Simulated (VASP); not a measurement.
# Al3GaSb4 (P1) in VASP: single point with PBE

Aim: the single point of Al3GaSb4 with PBE.

All numbers are computed with VASP 6.6.1; they aren't measurements. Logs are shortened: lines on timing, memory, paths and dates and some standing lists are left out, and cuts for length are marked.

## 1. The cell of the first run

The typed cell holds 8 atoms: a = 4.392 Å, b = 4.391 Å, c = 14.424 Å, α = 90.05°, β = 89.99°, γ = 120.05°.

## 2. Single point, PBE

Input file INCAR:

```
SYSTEM = Al3GaSb4
  ALGO = Normal
  EDIFF = 1E-6
  ENCUT = 520
  GGA = PE
  ISIF = 2
  ISMEAR = 0
  LASPH = .True.
  LCHARG = .True.
  LELF = .True.
  LREAL = .False.
  LVHAR = .True.
  LWAVE = .False.
  NBANDS = 31
  NELM = 100
  PREC = Accurate
  SIGMA = 0.1
```

Input file KPOINTS:

```
k-points
0
Gamma
  6 6 1
  0 0 0
```

Input file POSCAR:

```
Al3GaSb4
1.0
    4.3918951617     -0.0017229510      0.0003209504
   -2.1974707299      3.8011611191     -0.0016478419
    0.0016082053     -0.0059766537     14.4241837990
Al Ga Sb
3 1 4
Direct
   -0.0009353677     -0.0017796830      0.2503446796
    0.6673032680      0.3349476655      0.9998453696
    0.6668201749      0.3339240183      0.5002294955
    0.0002295779     -0.0001729377      0.7501727897
   -0.0000054502      0.0006109296      0.4373499618
    0.0006062964      0.0017192629      0.9372090963
    0.6657645590      0.3312597698      0.1875244117
    0.6668836086      0.3328243079      0.6875241958
```

Potentials or basis: VASP PAW PBE potentials, release 64 (Al, Ga_d, Sb).

Started as:

```
$ cat potpaw_PBE.64/Al/POTCAR potpaw_PBE.64/Ga_d/POTCAR potpaw_PBE.64/Sb/POTCAR > POTCAR
$ mpirun -np 1 vasp_std > vasp.out
```

OUTCAR:

```text
SYSTEM = Al3GaSb4
   EDIFF = 1E-6
   ENCUT = 520
   GGA = PE
   ISIF = 2
   ISMEAR = 0
   LASPH = .True.
   LREAL = .False.
   NELM = 100
   PREC = Accurate

 ion  position               nearest neighbor table
   1  0.999  0.998  0.250-   7 2.69   7 2.69   7 2.69   5 2.70
   2  0.667  0.335  1.000-   6 2.69   6 2.69   6 2.69   7 2.71
   3  0.667  0.334  0.500-   5 2.69   5 2.69   5 2.69   8 2.70
   4  0.000  1.000  0.750-   8 2.69   8 2.69   8 2.69   6 2.70
   5  1.000  0.001  0.437-   3 2.69   3 2.69   3 2.69   1 2.70
   6  0.001  0.002  0.937-   2 2.69   2 2.69   2 2.69   4 2.70
   7  0.666  0.331  0.188-   1 2.69   1 2.69   1 2.69   2 2.71
   8  0.667  0.333  0.688-   4 2.69   4 2.69   4 2.69   3 2.70

  LATTYP: Found a triclinic cell.
 ALAT       =     4.3906384704
 B/A-ratio  =     0.9993130787
 C/A-ratio  =     3.2852135798
 COS(alpha) =     0.0006054582
 COS(beta)  =     0.0007898293
 COS(gamma) =     0.4993700013

  Lattice vectors:

 A1 = (  -2.1974707299,   3.8011611191,  -0.0016478419)
 A2 = (   2.1944244318,   3.7994381681,  -0.0013268915)
 A3 = (  -0.0016082053,   0.0059766537, -14.4241837990)

Analysis of symmetry for initial positions (statically):
=====================================================================
 Subroutine PRICEL returns:
 Original cell was already a primitive cell.

 Routine SETGRP: Setting up the symmetry group for a
 triclinic supercell.

 Subroutine GETGRP returns: Found  1 space group operations
 (whereof  1 operations were pure point group operations)
 out of a pool of  2 trial point group operations.

The static configuration has the point symmetry C_1 .

Analysis of symmetry for dynamics (positions and initial velocities):
=====================================================================
 Subroutine PRICEL returns:
 Original cell was already a primitive cell.

 Routine SETGRP: Setting up the symmetry group for a
 triclinic supercell.

 Subroutine GETGRP returns: Found  1 space group operations
 (whereof  1 operations were pure point group operations)
 out of a pool of  2 trial point group operations.

The dynamic configuration has the point symmetry C_1 .

 Subroutine INISYM returns: Found  1 space group operations
[... 103 lines left out ...]
   NELM   =    100;   NELMIN=  2; NELMDL= -5     # of ELM steps
   EDIFF  = 0.1E-05   stopping-criterion for ELM
   LREAL  =      F    real-space projection
   EDIFFG = 0.1E-04   stopping-criterion for IOM
   NSW    =      0    number of steps for IOM
   IBRION =     -1    ionic relax: 0-MD 1-quasi-New 2-CG
   NFREE  =      0    steps in history (QN), initial steepest desc. (CG)
   ISIF   =      2    stress and relaxation
   ISYM   =      2    0-nonsym 1-usesym 2-fastsym
   POTIM  = 0.5000    time-step for ionic-motion
   TEBEG  =    0.0;   TEEND  =   0.0 temperature during run
   PSTRESS=    0.0 pullay stress
   NELECT =      42.0000    total number of electrons
   NUPDOWN=      -1.0000    fix difference up-down
   EMIN   =  10.00;   EMAX   =-10.00  energy-range for DOS
   EFERMI =   0.00;   METHOD = LEGACY
   ISMEAR =     0;   SIGMA  =   0.10  broadening in eV -4-tet -1-fermi 0-gaus
   EFERMI_NEDOS =   21; number of points for ismear=-14 and -15
   IALGO  =     38    algorithm
   IMIX   =      4    mixing-type and parameters
     AMIX     =   0.40;   BMIX     =  1.00
     AMIX_MAG =   1.60;   BMIX_MAG =  1.00
  volume/ion in A,a.u.               =      30.09       203.08
  Fermi-wavevector in a.u.,A,eV,Ry     =   0.914754  1.728634 11.385012  0.836775
  Thomas-Fermi vector in A             =   2.039417
   LORBIT       =      0    0 simple, 1 ext, 2 COOP (PROOUT), +10 PAW based schemes
   GGA     = PE    functional components
   LHFCALC =     F    Hartree Fock is set to
   AEXX    =    0.0000 exact exchange contribution
   IVDW    =     0    specifies the selected vdW correction
   LEPSILON=     F    determine dielectric tensor
   LRPA    =     F    only Hartree local field effects (RPA)
 non-spin polarized calculation
 Gauss-broadening in eV      SIGMA  =   0.10
  energy-cutoff  :      520.00
  volume of cell :      240.75
 maximum number of plane-waves:      6495
 NGX is ok and might be reduce to    36
   NGX = 17   NGY = 17   NGZ = 53

 number of electron      41.9999998 magnetization

 Free energy of the ion-electron system (eV)
  ---------------------------------------------------
  ext. energy  EPLUGINS =         0.00000000
  ---------------------------------------------------
  free energy    TOTEN  =       -31.92787258 eV

  energy without entropy =      -31.92773081  energy(sigma->0) =      -31.92780170

 E-fermi :   4.7126     XC(G=0):  -8.5795

 val. band max:        4.5207908305   @ k =   0.0000   0.0000   0.0000
 cond. band min:       4.8896220643   @ k =   0.0000   0.0000   0.0000
 fundamental gap:      0.3688312338
 Fermi energy:         4.7126076719

 k-point     1 :       0.0000    0.0000    0.0000
  band No.  band energies     occupation
      1     -10.3356      2.00000
      2     -10.3185      2.00000
      3     -10.3184      2.00000
      4     -10.2822      2.00000
      5     -10.2821      2.00000
      6      -6.2864      2.00000
[... 669 lines left out ...]
     30       8.9108      0.00000
     31       9.8078      0.00000

------------------------ aborting loop because EDIFF is reached ----------------------------------------

  FORCE on cell =-STRESS in cart. coord.  units (eV):
  Direction    XX          YY          ZZ          XY          YZ          ZX
  --------------------------------------------------------------------------------------
  -------------------------------------------------------------------------------------
  Total        0.1578129      0.2096516      0.2030438      0.0333044      0.0265453     -0.0060262
  in kB        1.0502490      1.3952367      1.3512616      0.2216419      0.1766599     -0.0401043
  external PRESSURE =       1.2655825 kB  Pullay stress =       0.0000000 kB

 VOLUME and BASIS-vectors are now :
 -----------------------------------------------------------------------------
  energy-cutoff  :      520.00
  volume of cell :      240.75
      direct lattice vectors                 reciprocal lattice vectors
     4.391895162 -0.001722951  0.000320950     0.227743787  0.131659863  0.000029161
    -2.197470730  3.801161119 -0.001647842     0.000103221  0.263137229  0.000109019
     0.001608205 -0.005976654 14.424183799    -0.000005056  0.000027132  0.069328025

 POSITION                                       TOTAL-FORCE (eV/Angst)
 -----------------------------------------------------------------------------------
      2.19463      3.79118      3.60969         0.000111      0.002387     -0.005180
      2.19630      1.26606     14.42162         0.001344     -0.002717     -0.005647
      2.19562      1.26516      7.21507        -0.000732     -0.000986     -0.009025
     -2.19488      3.79602     10.81898        -0.000465     -0.000347      0.017798
      4.39123     -0.00201      6.30874         0.001458     -0.001296      0.017457
      0.00039      0.00093     13.51847        -0.000720     -0.002935      0.009091
      2.19634      1.25690      2.70455        -0.000107      0.004241     -0.016295
      2.19862      1.25986      9.91664        -0.000889      0.001653     -0.008198
 -----------------------------------------------------------------------------------
    total drift:                                0.000521      0.001080     -0.003358

  FREE ENERGIE OF THE ION-ELECTRON SYSTEM (eV)
  ---------------------------------------------------
  free  energy   TOTEN  =       -31.9278725782 eV

  energy  without entropy=      -31.9277308137  energy(sigma->0) =      -31.92780170
```

OSZICAR:

```text
N       E                     dE             d eps       ncg     rms          rms(c)
DAV:   1     0.219666654272E+03    0.21967E+03   -0.15276E+04  1240   0.119E+03
DAV:   2    -0.760835281624E+01   -0.22728E+03   -0.21735E+03  1366   0.255E+02
DAV:   3    -0.313330221375E+02   -0.23725E+02   -0.23208E+02  1477   0.817E+01
DAV:   4    -0.321933693253E+02   -0.86035E+00   -0.85652E+00  1580   0.167E+01
DAV:   5    -0.322169613185E+02   -0.23592E-01   -0.23589E-01  1644   0.271E+00    0.652E+00
DAV:   6    -0.319904144066E+02    0.22655E+00   -0.28316E-01  1658   0.378E+00    0.397E+00
DAV:   7    -0.319244312945E+02    0.65983E-01   -0.31634E-01  1450   0.229E+00    0.590E-01
DAV:   8    -0.319258675623E+02   -0.14363E-02   -0.26470E-02  1522   0.127E+00    0.285E-01
DAV:   9    -0.319274600024E+02   -0.15924E-02   -0.61118E-03  1556   0.397E-01    0.846E-02
DAV:  10    -0.319275700645E+02   -0.11006E-03   -0.37562E-04  1570   0.161E-01    0.333E-02
DAV:  11    -0.319278132649E+02   -0.24320E-03   -0.20272E-04  1492   0.578E-02    0.170E-02
DAV:  12    -0.319278684832E+02   -0.55218E-04   -0.73872E-05  1547   0.319E-02    0.345E-03
DAV:  13    -0.319278713797E+02   -0.28965E-05   -0.38599E-06  1458   0.866E-03    0.303E-03
DAV:  14    -0.319278723800E+02   -0.10003E-05   -0.89892E-07  1225   0.449E-03    0.158E-03
DAV:  15    -0.319278725782E+02   -0.19823E-06   -0.13084E-07  1026   0.229E-03
   1 F= -.31927873E+02 E0= -.31927802E+02  d E =-.141764E-03
```

Wall time 5.3 min (1 thread of Intel Xeon 8259CL, shared host); peak memory 0.44 GiB.

What came out:

```
Free energy            : -31.9279 eV
Pressure               : 0.1 GPa
Largest force          : 0.018 eV/Å
Band gap on the k mesh : 0.37 eV
```

Forces in eV/Å, atoms in the order of the input:
```
Al   0.000  0.002 -0.005
Al   0.001 -0.003 -0.006
Al  -0.001 -0.001 -0.009
Ga   0.000  0.000  0.018
Sb   0.001 -0.001  0.017
Sb  -0.001 -0.003  0.009
Sb   0.000  0.004 -0.016
Sb  -0.001  0.002 -0.008
```

Caveat: the k points lie up to 0.44 Å⁻¹ apart; spin-orbit coupling is left out, which moves the levels of the heavy elements.
